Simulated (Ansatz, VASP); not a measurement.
One calculation of MnO, two programs

```
Mn O
1.0
     0.00000    2.24982    2.24982
     2.24982    0.00000    2.24982
     4.36748    2.11766   -2.11766
Mn O
2 2
Direct
  0.00000 0.00000 0.00000
  0.50000 0.00000 0.50000
  0.75000 0.50000 0.25000
  0.25000 0.50000 0.75000
```

Alike in both runs: task single point; functional PBE; k mesh 14 × 14 × 14; occupations gaussian, width 0.05 eV; collinear spin.

```csv
,VASP,Ansatz
version,VASP 6.6.1,Ansatz 0.2.0
potentials or method,"VASP PAW PBE potentials, release 64 (Mn_pv, O), cutoff 520 eV","scalar-relativistic, plane waves, PAW"
valence electrons in the cell,38,42
```

|  | VASP | Ansatz | Ansatz less VASP |
| --- | --- | --- | --- |
| gap on the k mesh at the Fermi level (eV) | 0.88 | 0.85 | -0.030 |
| least direct gap on the mesh (eV) | 1.41 | 1.41 | -0.003 |
| pressure (GPa) | 0.2 | 0.0 | -0.24 |
| net moment per atom (μB) | 0.00 | 0.00 | 0.000 |
| size of the moment on the site where the two differ most (μB) | 4.32 | 4.04 | -0.277 |

Site moments also hang on the region over which each program counts them. VASP's potentials hold 38 valence electrons a cell and Ansatz's 42, so a difference there can come from the potentials and not from the codes. Ansatz's warnings: stability check not made.
